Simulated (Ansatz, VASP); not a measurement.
# Sc4Te in VASP and in Ansatz

```
Sc Te
1.0
     4.92129    0.00000    0.00000
     0.00000    4.92129    0.00000
     0.00000    0.00000    4.92129
Sc Te
4 1
Direct
  0.00000 0.50000 0.50000
  0.50000 0.00000 0.50000
  0.50000 0.50000 0.00000
  0.50000 0.50000 0.50000
  0.00000 0.00000 0.00000
```

Alike in both runs: task relaxation of cell and atoms; functional PBE; k mesh 4 × 4 × 4; occupations gaussian, width 0.1 eV; no spin polarisation.

|  | VASP | Ansatz |
| --- | --- | --- |
| version | VASP 6.6.1 | Ansatz 0.2.0 |
| potentials or method | VASP PAW PBE potentials, release 64 (Sc_sv, Te), cutoff 600 eV | scalar-relativistic, plane waves, PAW |
| valence electrons in the cell | 50 | 60 |

Ansatz gave:

- gap on the k mesh at the Fermi level, each at its own relaxed structure (eV): none
- relaxed volume (Å³/atom): 27.57
- relaxed length of the cell vector where the two differ most in proportion (Å): 5.166

Task: Which values does VASP return?

Result: gap on the k mesh at the Fermi level, each at its own relaxed structure (eV): none; relaxed volume (Å³/atom): 28.06; relaxed length of the cell vector where the two differ most in proportion (Å): 5.196.

A gap of «none» marks a metal or a gap that the smearing closes. VASP's potentials hold 50 valence electrons a cell and Ansatz's 60, so a difference there can come from the potentials and not from the codes.

Neither program's run includes spin-orbit coupling. Noted on VASP's run: the volume moved by over 15 % at a fixed basis, so the end points are rough.
